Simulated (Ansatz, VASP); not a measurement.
## CdS: VASP beside Ansatz

```xyz
2
Lattice="4.2326 0.0000 0.0000 -2.1163 3.6655 0.0000 0.0000 0.0000 5.7652" Properties=species:S:1:pos:R:3 pbc="T T T"
Cd    0.0000    0.0000    2.5522
S     2.1163    1.2218    2.5039
```

Alike in both runs: task single point; functional r2SCAN; k mesh 6 × 6 × 4; no spin polarisation.

|  | VASP | Ansatz |
| --- | --- | --- |
| version | VASP 6.6.1 | Ansatz 0.2.0 |
| potentials or method | VASP PAW PBE potentials, release 64 (Cd, S), cutoff 520 eV | plane waves, PAW |
| occupations | gaussian, width 0.01 eV | fixed |
| valence electrons in the cell | 18 | 26 |

|  | VASP | Ansatz | Ansatz less VASP |
| --- | --- | --- | --- |
| pressure (GPa) | -0.1 | -0.3 | -0.17 |
| traceless stress, the component that is largest in VASP (GPa) | -0.01 | 0.18 | +0.185 |

VASP's potentials were made for PBE, not for r2SCAN. VASP's potentials hold 18 valence electrons a cell and Ansatz's 26, so a difference there can come from the potentials and not from the codes.
